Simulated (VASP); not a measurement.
# CuO (P6_3/mmc) in VASP: notebook

Runs on CuO. Level: PBEsol. Tasks: relaxation of cell and atoms.

Program: VASP 6.6.1. These are calculated values, not measurements. Logs are shortened: lines on timing, memory, paths and dates and some standing lists are left out, and cuts for length are marked.

**1. The cell of the first run**

The structure is hexagonal, space group P6_3/mmc (No. 194). Conventional cell: a = 3.180 Å, b = 3.180 Å, c = 4.431 Å, α = 90.00°, β = 90.00°, γ = 120.00°. Cu (site symmetry -3m) has 6 O at 2.14 Å and 2 Cu at 2.22 Å within 2.8 Å. Within 2.9 Å of O (site symmetry -6m2) lie 6 Cu at 2.14 Å and 6 O at 2.88 Å.

**2. Relaxation of cell and atoms, PBEsol**

The input, INCAR:

```
SYSTEM = CuO
PREC = Accurate
ENCUT = 600
EDIFF = 1E-6
ISMEAR = -1
SIGMA = 0.05
LREAL = .FALSE.
LASPH = .TRUE.
NELM = 80
ALGO = Normal
ISIF = 3
LWAVE = .FALSE.
LCHARG = .FALSE.
GGA = PS
IBRION = 2
NSW = 60
EDIFFG = -0.01
```

The input, KPOINTS:

```
Automatic mesh
0
G
  10 10 6
  0 0 0
```

The input, POSCAR:

```
CuO
1.0
    3.1795331000      0.0000000000      0.0000000000
   -1.5897665500      2.7535564400      0.0000000000
    0.0000000000      0.0000000000      4.4314907300
Cu O
2 2
Direct
    0.0000000000      0.0000000000      0.0000000000
    0.0000000000      0.0000000000      0.5000000000
    0.3333333333      0.6666666667      0.2500000000
    0.6666666667      0.3333333333      0.7500000000
```

Potentials or basis: VASP PAW PBE potentials, release 64 (Cu, O).

Launch:

```bash
$ cat potpaw_PBE.64/Cu/POTCAR potpaw_PBE.64/O/POTCAR > POTCAR
$ mpirun -np 1 vasp_std > vasp.out
```

OUTCAR:

```text
SYSTEM = CuO
   PREC = Accurate
   ENCUT = 600
   EDIFF = 1E-6
   ISMEAR = -1
   LREAL = .FALSE.
   LASPH = .TRUE.
   NELM = 80
   ISIF = 3
   GGA = PS
   IBRION = 2
   NSW = 60
   EDIFFG = -0.01

 ion  position               nearest neighbor table
   1  0.000  0.000  0.000-   3 2.14   4 2.14   4 2.14   3 2.14   4 2.14   3 2.14   2 2.22   2 2.22

   2  0.000  0.000  0.500-   3 2.14   4 2.14   4 2.14   3 2.14   4 2.14   3 2.14   1 2.22   1 2.22

   3  0.333  0.667  0.250-   1 2.14   2 2.14   1 2.14   2 2.14   1 2.14   2 2.14
   4  0.667  0.333  0.750-   1 2.14   2 2.14   1 2.14   2 2.14   1 2.14   2 2.14

  LATTYP: Found a hexagonal cell.
 ALAT       =     3.1795331000
 C/A-ratio  =     1.3937551806

  Lattice vectors:

 A1 = (   3.1795331000,   0.0000000000,   0.0000000000)
 A2 = (  -1.5897665500,   2.7535564400,   0.0000000000)
 A3 = (   0.0000000000,   0.0000000000,   4.4314907300)

Analysis of symmetry for initial positions (statically):
=====================================================================
 Subroutine PRICEL returns:
 Original cell was already a primitive cell.

 Routine SETGRP: Setting up the symmetry group for a
 hexagonal supercell.

 Subroutine GETGRP returns: Found 24 space group operations
 (whereof 12 operations were pure point group operations)
 out of a pool of 24 trial point group operations.

The static configuration has the point symmetry D_3d.
 The point group associated with its full space group is D_6h.

Analysis of symmetry for dynamics (positions and initial velocities):
=====================================================================
 Subroutine PRICEL returns:
 Original cell was already a primitive cell.

 Routine SETGRP: Setting up the symmetry group for a
 hexagonal supercell.

 Subroutine GETGRP returns: Found 24 space group operations
 (whereof 12 operations were pure point group operations)
 out of a pool of 24 trial point group operations.

The dynamic configuration has the point symmetry D_3d.
 The point group associated with its full space group is D_6h.

 Subroutine INISYM returns: Found 24 space group operations
 (whereof 12 operations are pure point group operations),
 and found     1 'primitive' translations

----------------------------------------------------------------------------------------

                                     Primitive cell

  volume of cell :      38.7978

  direct lattice vectors                    reciprocal lattice vectors
     3.179533100  0.000000000  0.000000000     0.314511587  0.181583349  0.000000000
    -1.589766550  2.753556440  0.000000000     0.000000000  0.363166698  0.000000000
     0.000000000  0.000000000  4.431490730     0.000000000  0.000000000  0.225657699

  length of vectors
     3.179533100  3.179533103  4.431490730     0.363166698  0.363166698  0.225657699

  position of ions in fractional coordinates (direct lattice)
     0.000000000  0.000000000  0.000000000
     0.000000000  0.000000000  0.500000000
     0.333333333  0.666666667  0.250000000
     0.666666667  0.333333333  0.750000000

  ion indices of the primitive-cell ions
   primitive index   ion index
                 1           1
                 2           2
                 3           3
                 4           4

----------------------------------------------------------------------------------------

 KPOINTS: Automatic mesh

Automatic generation of k-mesh.
 Grid dimensions read from file:
 generate k-points for:   10   10    6

 Generating k-lattice:

  Cartesian coordinates                     Fractional coordinates (reciprocal lattice)
     0.031451159  0.018158335  0.000000000     0.100000000  0.000000000  0.000000000
     0.000000000  0.036316670  0.000000000     0.000000000  0.100000000  0.000000000
     0.000000000  0.000000000  0.037609616     0.000000000  0.000000000  0.166666667

  Length of vectors
     0.036316670  0.036316670  0.037609616

  Shift w.r.t. Gamma in fractional coordinates (k-lattice)
     0.000000000  0.000000000  0.000000000

 Subroutine IBZKPT returns following result:
 ===========================================

 Found     56 irreducible k-points:

 Following reciprocal coordinates:
            Coordinates               Weight
  0.000000  0.000000  0.000000      1.000000
  0.100000  0.000000  0.000000      6.000000
  0.200000  0.000000  0.000000      6.000000
  0.300000  0.000000  0.000000      6.000000
  0.400000  0.000000  0.000000      6.000000
  0.500000  0.000000  0.000000      3.000000
[... 16 lines left out ...]
  0.300000  0.100000  0.166667     24.000000
  0.400000  0.100000  0.166667     24.000000
 [... further k-points ...]
   k-points           NKPTS =     56   k-points in BZ     NKDIM =     56   number of bands    NBANDS=     21
   number of dos      NEDOS =    301   number of ions     NIONS =      4
   total plane-waves  NPLWV =  28224
   dimension x,y,z NGX =    28 NGY =   28 NGZ =   36
   dimension x,y,z NGXF=    56 NGYF=   56 NGZF=   72
   ions per type =               2   2
   NGX,Y,Z   is equivalent  to a cutoff of  14.64, 14.64, 13.51 a.u.
   NGXF,Y,Z  is equivalent  to a cutoff of  29.28, 29.28, 27.01 a.u.
 SYSTEM =  CuO
   PREC   = accura    normal or accurate (medium, high low for compatibility)
   ISTART =      0    job   : 0-new  1-cont  2-samecut
   ICHARG =      2    charge: 1-file 2-atom 10-const
   ISPIN  =      1    spin polarized calculation?
   LNONCOLLINEAR =      F non collinear calculations
   LSORBIT =      F    spin-orbit coupling
   LASPH  =      T    aspherical Exc in radial PAW
   ENCUT  =  600.0 eV  44.10 Ry    6.64 a.u.   6.35  6.35  8.85*2*pi/ulx,y,z
   NELM   =     80;   NELMIN=  2; NELMDL= -5     # of ELM steps
   EDIFF  = 0.1E-05   stopping-criterion for ELM
   LREAL  =      F    real-space projection
   EDIFFG = -.1E-01   stopping-criterion for IOM
   NSW    =     60    number of steps for IOM
   IBRION =      2    ionic relax: 0-MD 1-quasi-New 2-CG
   NFREE  =      1    steps in history (QN), initial steepest desc. (CG)
   ISIF   =      3    stress and relaxation
   ISYM   =      2    0-nonsym 1-usesym 2-fastsym
   POTIM  = 0.5000    time-step for ionic-motion
   TEBEG  =    0.0;   TEEND  =   0.0 temperature during run
   PSTRESS=    0.0 pullay stress
   NELECT =      34.0000    total number of electrons
   NUPDOWN=      -1.0000    fix difference up-down
   EMIN   =  10.00;   EMAX   =-10.00  energy-range for DOS
   EFERMI =   0.00;   METHOD = LEGACY
   ISMEAR =    -1;   SIGMA  =   0.05  broadening in eV -4-tet -1-fermi 0-gaus
   EFERMI_NEDOS =   21; number of points for ismear=-14 and -15
   IALGO  =     38    algorithm
   IMIX   =      4    mixing-type and parameters
     AMIX     =   0.40;   BMIX     =  1.00
     AMIX_MAG =   1.60;   BMIX_MAG =  1.00
  volume/ion in A,a.u.               =       9.70        65.46
  Fermi-wavevector in a.u.,A,eV,Ry     =   1.566626  2.960494 33.393023  2.454318
  Thomas-Fermi vector in A             =   2.668926
   LORBIT       =      0    0 simple, 1 ext, 2 COOP (PROOUT), +10 PAW based schemes
   GGA     = PS    functional components
   LHFCALC =     F    Hartree Fock is set to
   AEXX    =    0.0000 exact exchange contribution
   IVDW    =     0    specifies the selected vdW correction
   LEPSILON=     F    determine dielectric tensor
   LRPA    =     F    only Hartree local field effects (RPA)
 conjugate gradient relaxation of ions
 non-spin polarized calculation
  energy-cutoff  :      600.00
  volume of cell :       38.80
 maximum number of plane-waves:      1326
 NGX is ok and might be reduce to    28
   NGX = 13   NGY = 13   NGZ = 17

--------------------------------------- Ionic step        1  -------------------------------------------

 number of electron      34.0000023 magnetization

 Free energy of the ion-electron system (eV)
  ---------------------------------------------------
  ext. energy  EPLUGINS =         0.00000000
  ---------------------------------------------------
  free energy    TOTEN  =       -19.98944587 eV

  energy without entropy =      -19.96189489  energy(sigma->0) =      -19.97567038

------------------------ aborting loop because EDIFF is reached ----------------------------------------

  FORCE on cell =-STRESS in cart. coord.  units (eV):
  Direction    XX          YY          ZZ          XY          YZ          ZX
  --------------------------------------------------------------------------------------
  -------------------------------------------------------------------------------------
  Total       -4.2789165     -4.2789165      6.8010581      0.0000000      0.0000000      0.0000000
  in kB     -176.7002718   -176.7002722    280.8535306      0.0000000      0.0000000      0.0000000
  external PRESSURE =     -24.1823378 kB  Pullay stress =       0.0000000 kB
[... 95 lines left out ...]
  FREE ENERGIE OF THE ION-ELECTRON SYSTEM (eV)
  ---------------------------------------------------
  free  energy   TOTEN  =       -20.7148148033 eV

  energy  without entropy=      -20.6844916620  energy(sigma->0) =      -20.69965323

[... ionic steps 4 to 14 ...]

--------------------------------------- Ionic step       15  -------------------------------------------

 number of electron      33.9999995 magnetization

------------------------ aborting loop because EDIFF is reached ----------------------------------------

  FORCE on cell =-STRESS in cart. coord.  units (eV):
  Direction    XX          YY          ZZ          XY          YZ          ZX
  --------------------------------------------------------------------------------------
  -------------------------------------------------------------------------------------
  Total        0.0047783      0.0047783      0.0896344      0.0000000     -0.0000000      0.0000000
  in kB        0.2072493      0.2072493      3.8876931      0.0000000     -0.0000000      0.0000000
  external PRESSURE =       1.4340639 kB  Pullay stress =       0.0000000 kB
[... 61 lines left out ...]
  energy  without entropy=      -20.6911203470  energy(sigma->0) =      -20.70609044

--------------------------------------- Ionic step       17  -------------------------------------------

 number of electron      33.9999999 magnetization

 Free energy of the ion-electron system (eV)
  ---------------------------------------------------
  ext. energy  EPLUGINS =         0.00000000
  ---------------------------------------------------
  free energy    TOTEN  =       -20.72106748 eV

  energy without entropy =      -20.69109313  energy(sigma->0) =      -20.70608031

 E-fermi :   6.4576     XC(G=0): -12.8124

 val. band max:        6.4508140161   @ k =   0.4000   0.2000   0.0000
 cond. band min:       6.4629266507   @ k =   0.5000   0.0000   0.3333
 fundamental gap:      0.0121126345
 Fermi energy:         6.4576364185

 k-point     1 :       0.0000    0.0000    0.0000
  band No.  band energies     occupation
      1     -13.3448      2.00000
      2     -12.0892      2.00000
      3      -1.5254      2.00000
      4       1.3992      2.00000
      5       1.3992      2.00000
      6       2.8221      2.00000
[... 550 lines left out ...]
      5       0.9821      2.00000
      6       1.3708      2.00000
[... 13 lines left out ...]
     20      14.1907      0.00000
     21      15.2572      0.00000

 [... further k-points ...]

------------------------ aborting loop because EDIFF is reached ----------------------------------------

  FORCE on cell =-STRESS in cart. coord.  units (eV):
  Direction    XX          YY          ZZ          XY          YZ          ZX
  --------------------------------------------------------------------------------------
  -------------------------------------------------------------------------------------
  Total        0.0018410      0.0018410     -0.0122679     -0.0000000      0.0000000      0.0000000
  in kB        0.0798083      0.0798083     -0.5318177     -0.0000000      0.0000000      0.0000000
  external PRESSURE =      -0.1240670 kB  Pullay stress =       0.0000000 kB
[... 19 lines left out ...]
  FREE ENERGIE OF THE ION-ELECTRON SYSTEM (eV)
  ---------------------------------------------------
  free  energy   TOTEN  =       -20.7210674841 eV

  energy  without entropy=      -20.6910931275  energy(sigma->0) =      -20.70608031

 reached required accuracy - stopping structural energy minimisation
```

Wall time 4.4 min (1 thread of Intel Xeon 6975P-C (Granite Rapids), shared host); peak memory 0.21 GiB.

What came out:

- Free energy: -20.7211 eV
- Relaxed volume: 9.24 Å³/atom
- Relaxed cell: a = 2.913 Å, b = 2.913 Å, c = 5.029 Å, α = 90.00°, β = 90.00°, γ = 120.00°
- Space group after relaxing (to 0.1 Å): P6_3/mmc (No. 194)
- Energy gained by relaxing: 182.9 meV/atom
- Ionic steps: 17
- Pressure after relaxing: 0.0 GPa
- Band gap on the k mesh: zero (bands 17 and 18 overlap by 1.05 eV)

Step by step:
```tsv
step	energy change (eV)	largest force (eV/Å)	pressure (GPa)	volume (Å³)
1	0.0000	0.0000	-2.42	38.80
2	-0.6341	0.0000	-2.08	37.76
3	-0.7254	0.0000	1.14	36.66
4	-0.7315	0.0000	0.56	36.88
5	-0.7315	0.0000	0.38	36.93
6	-0.7314	0.0000	-0.54	37.07
7	-0.7315	0.0000	0.03	36.98
8	-0.7315	0.0000	-0.14	36.99
9	-0.7315	0.0000	0.00	36.99
10	-0.7315	0.0000	0.01	36.99
11	-0.7315	0.0000	-0.27	36.99
12	-0.7315	0.0000	0.46	36.91
13	-0.7315	0.0000	0.02	36.95
14	-0.7315	0.0000	0.26	36.93
15	-0.7315	0.0000	0.14	36.94
16	-0.7316	0.0000	0.14	36.95
17	-0.7316	0.0000	-0.01	36.96
```

Final structure:
```cif
data_structure
_symmetry_space_group_name_H-M 'P 1'
_symmetry_Int_Tables_number 1
_cell_length_a 2.9132
_cell_length_b 2.9132
_cell_length_c 5.0287
_cell_angle_alpha 90.000
_cell_angle_beta 90.000
_cell_angle_gamma 120.000
_cell_volume 36.96
loop_
_atom_site_label
_atom_site_type_symbol
_atom_site_fract_x
_atom_site_fract_y
_atom_site_fract_z
_atom_site_occupancy
Cu1 Cu 0.00000 0.00000 0.00000 1
Cu2 Cu 0.00000 0.00000 0.50000 1
O1 O 0.33333 0.66667 0.25000 1
O2 O 0.66667 0.33333 0.75000 1
```

Caveat: the PAW data sets were made with another functional, which shifts forces and pressure a little; semilocal functionals often make such compounds metallic where correlation or magnetic order opens a gap, which also shifts bond lengths.

(Part 1 of 2 ends here.)
